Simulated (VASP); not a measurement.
# Sc (P6_3/mmc) in VASP: electric field gradients with PBE+U

Aim: the electric field gradients of Sc with PBE+U.

Everything below comes from runs of VASP 6.6.1. Logs are shortened: lines on timing, memory, paths and dates and some standing lists are left out, and cuts for length are marked.

## (1) The cell of the first run

It takes space group P6_3/mmc (No. 194, hexagonal). The conventional cell has a = 3.309 Å, b = 3.309 Å, c = 5.273 Å, α = 90.00°, β = 90.00°, γ = 120.00°. Within 4.3 Å of Sc (site symmetry -6m2) lie 12 Sc at 3.26 to 3.31 Å.

## (2) Electric field gradients, PBE+U

Input file INCAR:

```
SYSTEM = Sc
ALGO = Normal ; EDIFF = 1E-8
ENCUT = 520 ; GGA = PE
ISIF = 2 ; ISMEAR = -1
ISYM = 0 ; LASPH = .TRUE.
LCHARG = .FALSE. ; LDAU = .TRUE.
LDAUJ = 0 ; LDAUL = 2
LDAUPRINT = 1 ; LDAUTYPE = 2
LDAUU = 2 ; LEFG = .TRUE.
LMAXMIX = 4 ; LREAL = .FALSE.
LWAVE = .FALSE. ; NBANDS = 18
NELM = 150 ; PREC = Accurate
SIGMA = 0.05
```

Input file KPOINTS:

```
Automatic mesh
0
Gamma
  11 11 6
  0.5 0.5 0.5
```

Input file POSCAR:

```
Sc
1.0
    3.3090000000      0.0000000000      0.0000000000
   -1.6545000000      2.8656780611      0.0000000000
    0.0000000000      0.0000000000      5.2733000000
Sc
2
Direct
    0.3333333333      0.6666666667      0.2500000000
    0.6666666667      0.3333333333      0.7500000000
```

Potentials or basis: VASP PAW PBE potentials, release 64 (Sc_sv).

Started as:

```console
$ cat potpaw_PBE.64/Sc_sv/POTCAR > POTCAR
$ mpirun -np 1 vasp_std > vasp.out
```

OUTCAR:

```text
SYSTEM = Sc
   EDIFF = 1E-8
   ENCUT = 520
   GGA = PE
   ISIF = 2
   ISMEAR = -1
   ISYM = 0
   LASPH = .TRUE.
   LREAL = .FALSE.
   NELM = 150
   PREC = Accurate

 ion  position               nearest neighbor table
   1  0.333  0.667  0.250-   2 3.26   2 3.26   2 3.26   2 3.26   2 3.26   2 3.26
   2  0.667  0.333  0.750-   1 3.26   1 3.26   1 3.26   1 3.26   1 3.26   1 3.26

IMPORTANT INFORMATION: All symmetrisations will be switched off!
NOSYMM: (Re-)initialisation of all symmetry stuff for point group C_1.

----------------------------------------------------------------------------------------

                                     Primitive cell

  volume of cell :      50.0042

  direct lattice vectors                    reciprocal lattice vectors
     3.309000000  0.000000000  0.000000000     0.302206105  0.174478776  0.000000000
    -1.654500000  2.865678061  0.000000000     0.000000000  0.348957552  0.000000000
     0.000000000  0.000000000  5.273300000     0.000000000  0.000000000  0.189634574

  length of vectors
     3.309000000  3.309000000  5.273300000     0.348957552  0.348957552  0.189634574

  position of ions in fractional coordinates (direct lattice)
     0.333333333  0.666666667  0.250000000
     0.666666667  0.333333333  0.750000000

  ion indices of the primitive-cell ions
   primitive index   ion index
                 1           1
                 2           2

----------------------------------------------------------------------------------------

 KPOINTS: Automatic mesh

Automatic generation of k-mesh.
 Grid dimensions read from file:
 generate k-points for:   11   11    6

 Generating k-lattice:

  Cartesian coordinates                     Fractional coordinates (reciprocal lattice)
     0.027473282  0.015861707  0.000000000     0.090909091  0.000000000  0.000000000
     0.000000000  0.031723414  0.000000000     0.000000000  0.090909091  0.000000000
     0.000000000  0.000000000  0.031605762     0.000000000  0.000000000  0.166666667

  Length of vectors
     0.031723414  0.031723414  0.031605762

  Shift w.r.t. Gamma in fractional coordinates (k-lattice)
     0.500000000  0.500000000  0.500000000

 Subroutine IBZKPT returns following result:
 ===========================================

 Found   1089 irreducible k-points:

 Following reciprocal coordinates:
            Coordinates               Weight
  0.045455  0.045455  0.083333      2.000000
 -0.045455  0.090909  0.083333      2.000000
 -0.090909  0.045455  0.083333      2.000000
 -0.045455 -0.045455  0.083333      2.000000
  0.045455 -0.090909  0.083333      2.000000
  0.090909 -0.045455  0.083333      2.000000
[... 16 lines left out ...]
  0.045455 -0.272727  0.083333      2.000000
  0.272727 -0.227273  0.083333      2.000000
 [... further k-points ...]
   k-points           NKPTS =   1089   k-points in BZ     NKDIM =   1089   number of bands    NBANDS=     18
   number of dos      NEDOS =    301   number of ions     NIONS =      2
   total plane-waves  NPLWV =  31360
   dimension x,y,z NGX =    28 NGY =   28 NGZ =   40
   dimension x,y,z NGXF=    56 NGYF=   56 NGZF=   80
   ions per type =               2
   NGX,Y,Z   is equivalent  to a cutoff of  14.07, 14.07, 12.61 a.u.
   NGXF,Y,Z  is equivalent  to a cutoff of  28.13, 28.13, 25.22 a.u.
 SYSTEM =  Sc
   PREC   = accura    normal or accurate (medium, high low for compatibility)
   ISTART =      0    job   : 0-new  1-cont  2-samecut
   ICHARG =      2    charge: 1-file 2-atom 10-const
   ISPIN  =      1    spin polarized calculation?
   LNONCOLLINEAR =      F non collinear calculations
   LSORBIT =      F    spin-orbit coupling
   LASPH  =      T    aspherical Exc in radial PAW
   ENCUT  =  520.0 eV  38.22 Ry    6.18 a.u.   6.15  6.15  9.80*2*pi/ulx,y,z
   NELM   =    150;   NELMIN=  2; NELMDL= -5     # of ELM steps
   EDIFF  = 0.1E-07   stopping-criterion for ELM
   LREAL  =      F    real-space projection
   EDIFFG = 0.1E-06   stopping-criterion for IOM
   NSW    =      0    number of steps for IOM
   IBRION =     -1    ionic relax: 0-MD 1-quasi-New 2-CG
   NFREE  =      0    steps in history (QN), initial steepest desc. (CG)
   ISIF   =      2    stress and relaxation
   ISYM   =      0    0-nonsym 1-usesym 2-fastsym
[... 27 lines left out ...]
 non-spin polarized calculation
  energy-cutoff  :      520.00
  volume of cell :       50.00
 maximum number of plane-waves:      1358
 NGX is ok and might be reduce to    28
   NGX = 13   NGY = 13   NGZ = 19

atom =   1  type =  1  l = 2

 onsite density matrix

spin component  1

  0.0855 -0.0000 -0.0000  0.0000 -0.0000
 -0.0000  0.0852 -0.0000 -0.0000  0.0000
 -0.0000 -0.0000  0.0955 -0.0000  0.0000
  0.0000 -0.0000 -0.0000  0.0852 -0.0000
 -0.0000  0.0000  0.0000 -0.0000  0.0855

spin component  2

  0.0855 -0.0000 -0.0000  0.0000 -0.0000
 -0.0000  0.0852 -0.0000 -0.0000  0.0000
 -0.0000 -0.0000  0.0955 -0.0000  0.0000
  0.0000 -0.0000 -0.0000  0.0852 -0.0000
 -0.0000  0.0000  0.0000 -0.0000  0.0855

 occupancies and eigenvectors

  o =  0.0852  v = -0.0000 -0.8301 -0.0000 -0.5577 -0.0000  0.0000  0.0000  0.0000  0.0000  0.0000      0.0000  0.0000  0.0000  0.0000  0.0000  0.0000  0.0000  0.0000  0.0000  0.0000
  o =  0.0852  v =  0.0000  0.0000  0.0000  0.0000  0.0000 -0.0000 -0.8301 -0.0000 -0.5577 -0.0000      0.0000  0.0000  0.0000  0.0000  0.0000  0.0000  0.0000  0.0000  0.0000  0.0000
  o =  0.0852  v =  0.0000  0.5577 -0.0000 -0.8301 -0.0000  0.0000  0.0000  0.0000  0.0000  0.0000      0.0000  0.0000  0.0000  0.0000  0.0000  0.0000  0.0000  0.0000  0.0000  0.0000
  o =  0.0852  v =  0.0000  0.0000  0.0000  0.0000  0.0000  0.0000  0.5577 -0.0000 -0.8301 -0.0000      0.0000  0.0000  0.0000  0.0000  0.0000  0.0000  0.0000  0.0000  0.0000  0.0000
  o =  0.0855  v =  0.0000  0.0000  0.0000  0.0000  0.0000  0.5401 -0.0000  0.0000  0.0000  0.8416      0.0000  0.0000  0.0000  0.0000  0.0000  0.0000  0.0000  0.0000  0.0000  0.0000
  o =  0.0855  v =  0.5401 -0.0000  0.0000  0.0000  0.8416  0.0000  0.0000  0.0000  0.0000  0.0000      0.0000  0.0000  0.0000  0.0000  0.0000  0.0000  0.0000  0.0000  0.0000  0.0000
  o =  0.0855  v =  0.0000  0.0000  0.0000  0.0000  0.0000  0.8416 -0.0000  0.0000  0.0000 -0.5401      0.0000  0.0000  0.0000  0.0000  0.0000  0.0000  0.0000  0.0000  0.0000  0.0000
  o =  0.0855  v =  0.8416 -0.0000  0.0000  0.0000 -0.5401  0.0000  0.0000  0.0000  0.0000  0.0000      0.0000  0.0000  0.0000  0.0000  0.0000  0.0000  0.0000  0.0000  0.0000  0.0000
  o =  0.0955  v =  0.0000  0.0000  0.0000  0.0000  0.0000 -0.0000 -0.0000  1.0000 -0.0000  0.0000      0.0000  0.0000  0.0000  0.0000  0.0000  0.0000  0.0000  0.0000  0.0000  0.0000
  o =  0.0955  v = -0.0000 -0.0000  1.0000 -0.0000  0.0000  0.0000  0.0000  0.0000  0.0000  0.0000      0.0000  0.0000  0.0000  0.0000  0.0000  0.0000  0.0000  0.0000  0.0000  0.0000

atom =   2  type =  1  l = 2

 onsite density matrix

spin component  1

  0.0855  0.0000 -0.0000  0.0000 -0.0000
  0.0000  0.0852 -0.0000 -0.0000 -0.0000
 -0.0000 -0.0000  0.0955 -0.0000  0.0000
  0.0000 -0.0000 -0.0000  0.0852 -0.0000
 -0.0000 -0.0000  0.0000 -0.0000  0.0855

spin component  2

  0.0855  0.0000 -0.0000  0.0000 -0.0000
  0.0000  0.0852 -0.0000 -0.0000 -0.0000
 -0.0000 -0.0000  0.0955 -0.0000  0.0000
  0.0000 -0.0000 -0.0000  0.0852 -0.0000
 -0.0000 -0.0000  0.0000 -0.0000  0.0855

 occupancies and eigenvectors

  o =  0.0852  v =  0.0000 -0.8889 -0.0000 -0.4581 -0.0000  0.0000  0.0000  0.0000  0.0000  0.0000      0.0000  0.0000  0.0000  0.0000  0.0000  0.0000  0.0000  0.0000  0.0000  0.0000
  o =  0.0852  v =  0.0000  0.0000  0.0000  0.0000  0.0000  0.0000 -0.8889 -0.0000 -0.4581 -0.0000      0.0000  0.0000  0.0000  0.0000  0.0000  0.0000  0.0000  0.0000  0.0000  0.0000
  o =  0.0852  v = -0.0000  0.4581 -0.0000 -0.8889 -0.0000  0.0000  0.0000  0.0000  0.0000  0.0000      0.0000  0.0000  0.0000  0.0000  0.0000  0.0000  0.0000  0.0000  0.0000  0.0000
  o =  0.0852  v =  0.0000  0.0000  0.0000  0.0000  0.0000 -0.0000  0.4581 -0.0000 -0.8889 -0.0000      0.0000  0.0000  0.0000  0.0000  0.0000  0.0000  0.0000  0.0000  0.0000  0.0000
  o =  0.0855  v = -0.5250 -0.0000 -0.0000  0.0000 -0.8511  0.0000  0.0000  0.0000  0.0000  0.0000      0.0000  0.0000  0.0000  0.0000  0.0000  0.0000  0.0000  0.0000  0.0000  0.0000
  o =  0.0855  v =  0.0000  0.0000  0.0000  0.0000  0.0000 -0.5250 -0.0000 -0.0000  0.0000 -0.8511      0.0000  0.0000  0.0000  0.0000  0.0000  0.0000  0.0000  0.0000  0.0000  0.0000
  o =  0.0855  v =  0.0000  0.0000  0.0000  0.0000  0.0000  0.8511  0.0000  0.0000  0.0000 -0.5250      0.0000  0.0000  0.0000  0.0000  0.0000  0.0000  0.0000  0.0000  0.0000  0.0000
  o =  0.0855  v =  0.8511  0.0000  0.0000  0.0000 -0.5250  0.0000  0.0000  0.0000  0.0000  0.0000      0.0000  0.0000  0.0000  0.0000  0.0000  0.0000  0.0000  0.0000  0.0000  0.0000
  o =  0.0955  v =  0.0000  0.0000  0.0000  0.0000  0.0000 -0.0000 -0.0000  1.0000 -0.0000  0.0000      0.0000  0.0000  0.0000  0.0000  0.0000  0.0000  0.0000  0.0000  0.0000  0.0000
  o =  0.0955  v = -0.0000 -0.0000  1.0000 -0.0000  0.0000  0.0000  0.0000  0.0000  0.0000  0.0000      0.0000  0.0000  0.0000  0.0000  0.0000  0.0000  0.0000  0.0000  0.0000  0.0000

 number of electron      22.0000000 magnetization

 Free energy of the ion-electron system (eV)
  ---------------------------------------------------
  ext. energy  EPLUGINS =         0.00000000
  ---------------------------------------------------
  free energy    TOTEN  =       -10.80993205 eV

  energy without entropy =      -10.77419575  energy(sigma->0) =      -10.79206390

 E-fermi :   3.8751     XC(G=0):  -9.8636

 val. band max:        3.8665835568   @ k =   0.4091   0.0455   0.4167
 cond. band min:       3.8759975920   @ k =   0.4545   0.5000   0.4167
 fundamental gap:      0.0094140352
 Fermi energy:         3.8751367715

 k-point     1 :       0.0455    0.0455    0.0833
  band No.  band energies     occupation
      1     -46.1920      2.00000
      2     -46.1359      2.00000
      3     -24.9549      2.00000
      4     -24.6701      2.00000
      5     -24.6609      2.00000
      6     -24.6197      2.00000
[... 481 lines left out ...]
      5     -24.7393      2.00000
      6     -24.6947      2.00000
[... 10 lines left out ...]
     17       6.6726      0.00000
     18       6.9339      0.00000

 [... further k-points ...]
[... 5 lines left out ...]
  --------------------------------------------------------------------------------------
  -------------------------------------------------------------------------------------
  Total        0.9459969      0.9459949      0.6544242     -0.0000025     -0.0000003      0.0000010
  in kB       30.3105375     30.3104744     20.9683021     -0.0000804     -0.0000092      0.0000312
  external PRESSURE =      27.1964380 kB  Pullay stress =       0.0000000 kB

 VOLUME and BASIS-vectors are now :
 -----------------------------------------------------------------------------
  energy-cutoff  :      520.00
  volume of cell :       50.00
      direct lattice vectors                 reciprocal lattice vectors
     3.309000000  0.000000000  0.000000000     0.302206105  0.174478776  0.000000000
    -1.654500000  2.865678061  0.000000000     0.000000000  0.348957552  0.000000000
     0.000000000  0.000000000  5.273300000     0.000000000  0.000000000  0.189634574

 POSITION                                       TOTAL-FORCE (eV/Angst)
 -----------------------------------------------------------------------------------
     -0.00000      1.91045      1.31832         0.000002      0.000001     -0.000002
      1.65450      0.95523      3.95498        -0.000002     -0.000001      0.000002
 -----------------------------------------------------------------------------------
    total drift:                                0.000001     -0.000000     -0.000002

  FREE ENERGIE OF THE ION-ELECTRON SYSTEM (eV)
  ---------------------------------------------------
  free  energy   TOTEN  =       -10.8099320462 eV

  energy  without entropy=      -10.7741957460  energy(sigma->0) =      -10.79206390

 Electric field gradients (V/A^2)
---------------------------------------------------------------------
 ion       V_xx      V_yy      V_zz      V_xy      V_xz      V_yz
---------------------------------------------------------------------
   1      -3.355    -3.355     6.710     0.000     0.000    -0.000
   2      -3.355    -3.355     6.710     0.000     0.000     0.000
---------------------------------------------------------------------

 Electric field gradients after diagonalization (V/A^2)
 (convention: |V_zz| > |V_xx| > |V_yy|)
----------------------------------------------------------------------
 ion       V_xx      V_yy      V_zz     asymmetry (V_yy - V_xx)/ V_zz
----------------------------------------------------------------------
   1      -3.355    -3.355     6.710       0.000
   2      -3.355    -3.355     6.710       0.000
----------------------------------------------------------------------

           NMR quadrupolar parameters

 Cq : quadrupolar parameter    Cq=e*Q*V_zz/h
 eta: asymmetry parameters     (V_yy - V_xx)/ V_zz
 Q  : nuclear electric quadrupole moment in mb (millibarn)
----------------------------------------------------------------------
 ion       Cq(MHz)       eta       Q (mb)
----------------------------------------------------------------------
   1       0.016       0.000       1.000
   2       0.016       0.000       1.000
----------------------------------------------------------------------
```

Run time: 35 min. Hardware: 1 thread of Intel Xeon 8259CL, shared host; peak memory 0.83 GiB.

Results:

```
Free energy                             : -10.8099 eV
Pressure                                : 2.7 GPa
Band gap on the k mesh                  : zero (bands 11 and 12 overlap by 1.12 eV)
Largest electric field gradient by atom : Sc +6.7 V/Å²
```

Stress tensor (GPa, compression positive):
```
3.03 0.00 0.00
0.00 3.03 0.00
0.00 0.00 2.10
```

Electric field gradients, principal values (V/Å²):
```
atom   least  middle  greatest (by size)
1 Sc  -3.355  -3.355               6.710
2 Sc  -3.355  -3.355               6.710
```

Eigenvalues of the final occupation matrices:
```tsv
site	spin	trace	eigenvalues
site 1 d	1	0.44	0.09 0.09 0.09 0.09 0.10
site 1 d	2	0.44	0.09 0.09 0.09 0.09 0.10
site 2 d	1	0.44	0.09 0.09 0.09 0.09 0.10
site 2 d	2	0.44	0.09 0.09 0.09 0.09 0.10
```

Caveat: without QUAD_EFG the Cq values of the log hold for a quadrupole moment of 1 mb, not for the nuclei; U without spin polarisation on a metal has little footing; the U is typed as a test and isn't derived for this compound.
